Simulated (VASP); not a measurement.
Runs of VASP 6.6.1 on La2O3. The structure is that of space group P-3m1 (No. 164), or close to it. The cells are those of the table. 

```tsv
task	level	potentials or basis	U	cell	cutoff (eV)	k mesh for the DOS	occupations for the DOS	gap on the mesh (eV)	pressure (GPa)	relaxed volume (Å³/atom)	largest force (eV/Å)
relaxation of cell and atoms	PBE	VASP PAW PBE potentials, release 64 (La, O)	-	relaxed from a = 3.931, b = 3.931, c = 6.112 Å, angles 90.0, 90.0, 120.0°, 5 atoms	600	-	-	3.89	0.0	16.59	-
relaxation of cell and atoms	PBEsol+D3(BJ)	VASP PAW PBE potentials, release 64 (La, O)	-	relaxed from a = 3.931, b = 3.931, c = 6.112 Å, angles 90.0, 90.0, 120.0°, 5 atoms	600	-	-	3.85	0.0	15.52	0.01
single point	LDA	VASP PAW LDA potentials, release 64 (La, O)	-	a = 3.931, b = 3.931, c = 6.112 Å, angles 90.0, 90.0, 120.0°, 5 atoms	520	-	-	3.77	-6.4	-	0.16
single point	PBEsol	VASP PAW PBE potentials, release 64 (La, O)	-	a = 3.851, b = 3.851, c = 5.987 Å, angles 90.0, 90.0, 120.0°, 5 atoms	520	-	-	3.84	5.9	-	0.40
relaxation of cell and atoms	LDA+U	VASP PAW LDA potentials, release 64 (La, O)	La f U = 4.0 eV	relaxed from a = 3.931, b = 3.931, c = 6.112 Å, angles 90.0, 90.0, 120.0°, 5 atoms	600	-	-	3.81	0.0	15.90	0.01
single point	PBEsol+D3(BJ)	VASP PAW PBE potentials, release 64 (La, O)	-	a = 3.890, b = 3.890, c = 5.939 Å, angles 90.0, 90.0, 120.0°, 5 atoms	520	-	-	3.85	-0.2	-	0.02
single point	PBEsol	VASP PAW PBE potentials, release 64 (La, O)	-	a = 3.983, b = 3.983, c = 6.192 Å, angles 90.0, 90.0, 120.0°, 5 atoms	520	-	-	3.78	(b)	-	0.38
relaxation of cell and atoms	LDA	VASP PAW LDA potentials, release 64 (La, O)	-	relaxed from a = 3.931, b = 3.931, c = 6.112 Å, angles 90.0, 90.0, 120.0°, 5 atoms	600	-	-	3.80	0.0	15.51	0.01
single point	PBEsol	VASP PAW PBE potentials, release 64 (La, O)	-	a = 3.904, b = 3.904, c = 6.071 Å, angles 90.0, 90.0, 120.0°, 5 atoms	520	-	-	3.85	-0.5	-	(c)
single point	RPBE	VASP PAW PBE potentials, release 64 (La, O)	-	a = 3.931, b = 3.931, c = 6.112 Å, angles 90.0, 90.0, 120.0°, 5 atoms	520	-	-	3.96	(d)	-	0.04
single point	PBEsol	VASP PAW PBE potentials, release 64 (La, O)	-	a = 4.008, b = 4.008, c = 6.232 Å, angles 90.0, 90.0, 120.0°, 5 atoms	520	-	-	3.75	-9.8	-	(a)
```

Alike in all rows: no spin polarisation; k mesh 8 × 8 × 5; smearing fermi-dirac 0.05 eV.

**Question.** Estimate the missing entries.

**Answer.** (a) 0.50; (b) -7.8; (c) 0.06; (d) 4.7.

Caveats: spin-orbit coupling is left out, which moves the levels of the heavy elements; the PAW data sets were made with another functional, which shifts forces and pressure a little (some runs).

A k mesh can miss the band edges, and the runs leave out spin-orbit coupling on La.
